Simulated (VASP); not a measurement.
A run of VASP 6.6.1 is set up as follows.

File INCAR:

```
SYSTEM = MnS
ALGO     = Normal         ! electronic algorithm
EDIFF    = 1E-6           ! SCF threshold, eV
ENCUT    = 520            ! plane-wave cutoff, eV
GGA      = PS             ! functional
ISIF     = 2              ! what is computed and relaxed
ISMEAR   = -1             ! smearing method
ISPIN    = 2              ! spin polarisation
IVDW     = 12             ! dispersion correction
LASPH    = .True.         ! aspherical terms in the spheres
LCHARG   = .False.        ! write CHGCAR
LMAXMIX  = 4              ! l up to which the mixer works
LORBIT   = 11             ! projections on sites
LREAL    = .False.        ! projectors in reciprocal space
LWAVE    = .False.        ! write WAVECAR
MAGMOM   = 5.2 0          ! initial moments
NBANDS   = 20             ! bands
NELM     = 150            ! most SCF steps
PREC     = Accurate       ! precision mode
SIGMA    = 0.01           ! smearing width, eV
```

The input KPOINTS:

```
k-points
0
Gamma
  5 5 5
  0 0 0
```

POSCAR

```
MnS
1.0
    0.0000000000      2.8000000000      2.8000000000
    2.8000000000      0.0000000000      2.8000000000
    2.8000000000      2.8000000000      0.0000000000
Mn S
1 1
Direct
    0.0000000000      0.0000000000      0.0200000000
    0.2500000000      0.2500000000      0.2500000000
```

Potentials or basis: VASP PAW PBE potentials, release 64 (Mn_pv, S).

The run is started by

```console
$ cat potpaw_PBE.64/Mn_pv/POTCAR potpaw_PBE.64/S/POTCAR > POTCAR
$ mpirun -np 1 vasp_std > vasp.out
```

What does it give for the net moment?

4.90 μB per cell.

Estimate the dispersion energy per atom.

-0.287 eV.

Predict the pressure.

-3.9 GPa.

Forces in eV/Å, atoms in the order of the input:
```
Mn  -0.263 -0.263 -0.078
S    0.263  0.263  0.078
```

Caveat: the k points lie up to 0.39 Å⁻¹ apart; the PAW data sets were made with another functional, which shifts forces and pressure a little; a cell with one magnetic atom can't hold antiferromagnetic order, which such compounds often take.
